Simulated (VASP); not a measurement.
Write the native input for VASP 6.6.1 that does the following.

| Item | Value |
| --- | --- |
| Task | single point |
| Functional | PBE |
| Potentials or basis | VASP PAW PBE potentials, release 64 (Hf_pv, Si, O) |
| Cutoff | 600 eV |
| k mesh | 6 × 6 × 6 |
| Occupations | gaussian, width 0.02 eV |
| Spin | no spin polarisation |
| Dipole correction | no |
| Further INCAR settings | ALGO = Normal; EDIFF = 1e-06; NBANDS = 50 |

The structure of HfSiO4 lies in POSCAR:

```
HfSiO4
1.0
   -3.3224525186      3.3224525186      3.0074739813
    3.3224525186     -3.3224525186      3.0074739813
    3.3224525186      3.3224525186     -3.0074739813
Hf Si O
2 2 8
Direct
    0.0000000000      0.0000000000      0.0000000000
    0.7500000000      0.2500000000      0.5000000000
    0.2500000000      0.7500000000      0.5000000000
    0.5000000000      0.5000000000      0.0000000000
    0.1347298303      0.3189388947      0.8157909356
    0.0689388947      0.7531479591      0.6842090644
    0.0689388947      0.3847298303      0.3157909356
    0.5031479591      0.3189388947      0.1842090644
    0.6810611053      0.4968520409      0.8157909356
    0.6152701697      0.9310611053      0.6842090644
    0.2468520409      0.9310611053      0.3157909356
    0.6810611053      0.8652701697      0.1842090644
```

The input as run:

INCAR

```
PREC = Accurate
ENCUT = 600
EDIFF = 1E-6
ISMEAR = 0
SIGMA = 0.02
LREAL = False
LASPH = True
NELM = 120
ALGO = Normal
ISIF = 2
LWAVE = False
LCHARG = False
GGA = PE
NBANDS = 50
GGA_COMPAT = False
```

KPOINTS

```
Automatic mesh
0
Gamma
  6 6 6
```

Potentials or basis: VASP PAW PBE potentials, release 64 (Hf_pv, Si, O).

The run is started by

```console
$ cat potpaw_PBE.64/Hf_pv/POTCAR potpaw_PBE.64/Si/POTCAR potpaw_PBE.64/O/POTCAR > POTCAR
$ mpirun -np 1 vasp_std > vasp.out
```

Results of the run:

```json
{"Pressure": "-1.9 GPa", "Largest force": "0.179 eV/Å", "Band gap on the k mesh": "5.27 eV (least direct gap 5.60 eV)"}
```

Caveat: spin-orbit coupling is left out, which moves the levels of the heavy elements.

Run time: 11 min on 1 thread of Oxide Virtual Turin-like Processor, with other jobs on the host, peak memory 0.4 GiB.
